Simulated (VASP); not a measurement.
CuO, 4 atoms in the cell. The typed cell holds 4 atoms: a = 2.895 Å, b = 2.895 Å, c = 5.090 Å, α = 89.97°, β = 89.97°, γ = 89.90°. 

```yaml
Program: VASP 6.6.1
Task: single point
Functional: PBEsol
Potentials_or_basis: VASP PAW PBE potentials, release 64 (Cu, O)
Cutoff: 520 eV
k_mesh: 9 × 9 × 5
Occupations: fermi-dirac, width 0.05 eV
Spin: no spin polarisation
Dipole_correction: no
Further_INCAR_settings: ALGO = Normal; EDIFF = 1e-06; NBANDS = 25
```

Potentials or basis: VASP PAW PBE potentials, release 64 (Cu, O).

Command:

```sh
$ cat potpaw_PBE.64/Cu/POTCAR potpaw_PBE.64/O/POTCAR > POTCAR
$ mpirun -np 1 vasp_std > vasp.out
```

Hardware: 1 thread of Intel Xeon 8259CL (shared host).

**Question.** How long does it take, and how much memory?

**Answer.** Run time: 3.5 min on 1 thread of Intel Xeon 8259CL, with other jobs on the host, peak memory 0.23 GiB. Counts: scf iterations 15, k points 115.
